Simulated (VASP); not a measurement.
## ZrN: single point with LDA

Crystal: ZrN.

```
CELL_PARAMETERS angstrom
0.00000 2.28423 2.28423
2.28423 0.00000 2.28423
2.28423 2.28423 0.00000
ATOMIC_POSITIONS crystal
Zr 0.00000 0.00000 0.00000
N 0.50000 0.50000 0.50000
```

```
Program             : VASP 6.6.1
Task                : single point
Functional          : LDA
Potentials or basis : VASP PAW LDA potentials, release 64 (Zr_sv, N)
Cutoff              : 600 eV
k mesh              : 18 × 18 × 18
Occupations         : gaussian, width 0.15 eV
Spin                : no spin polarisation
```

The pressure is -7.0 GPa.

Levels at points of the mesh, in eV from the Fermi level:
```tsv
k point	band 6	band 7	band 8	band 9	band 10	band 11	band 12	band 13
(0.00, 0.00, 0.00)	-2.63	-2.63	-2.63	-0.42	-0.42	-0.42	1.59	1.59
(0.50, 0.00, 0.00)	-7.70	-5.73	-5.73	3.08	3.15	3.15	4.85	7.86
(0.50, 0.50, 0.00)	-4.49	-3.54	-3.12	-3.12	3.43	4.64	4.64	5.17
```

Run time: 3.4 min on 1 thread of AMD EPYC 7R13 (shared host), peak memory 0.18 GiB.
